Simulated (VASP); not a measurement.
A run of VASP 6.6.1:

File INCAR:

```
SYSTEM = Al3Cu2
  ALGO = Fast
  EDIFF = 1E-6
  ENCUT = 520
  ISIF = 2
  ISMEAR = 0
  LASPH = .TRUE.
  LCHARG = .FALSE.
  LREAL = .FALSE.
  LWAVE = .FALSE.
  NBANDS = 24
  NELM = 60
  PREC = Accurate
  SIGMA = 0.15
```

KPOINTS

```
k-points
0
G
  12 12 8
  0 0 0
```

The input POSCAR:

```
Al3Cu2
1.0
    4.0557157516      0.0000000000      0.0000000000
   -2.0278578758      3.5123528714      0.0000000000
    0.0000000000      0.0000000000      4.9315479608
Al Cu
3 2
Direct
    0.0000000000      0.0000000000      0.0000000000
    0.3455697567      0.6666666667      0.3508928116
    0.6544302433      0.3333333333      0.6491071884
    0.3130163276      0.6666666667      0.8415870660
    0.6869836724      0.3333333333      0.1584129340
```

Potentials or basis: VASP PAW LDA potentials, release 64 (Al, Cu).

The run is started by

```console
$ cat potpaw_LDA.64/Al/POTCAR potpaw_LDA.64/Cu/POTCAR > POTCAR
$ mpirun -np 1 vasp_std > vasp.out
```

Hardware: 1 thread of Intel Xeon 8259CL (shared host).

**Question.** How long does it take, and how much memory?

**Answer.** Wall time 34 min on 1 thread of Intel Xeon 8259CL, with other jobs on the host, peak memory 0.82 GiB. Counts: scf iterations 18, k points 580.
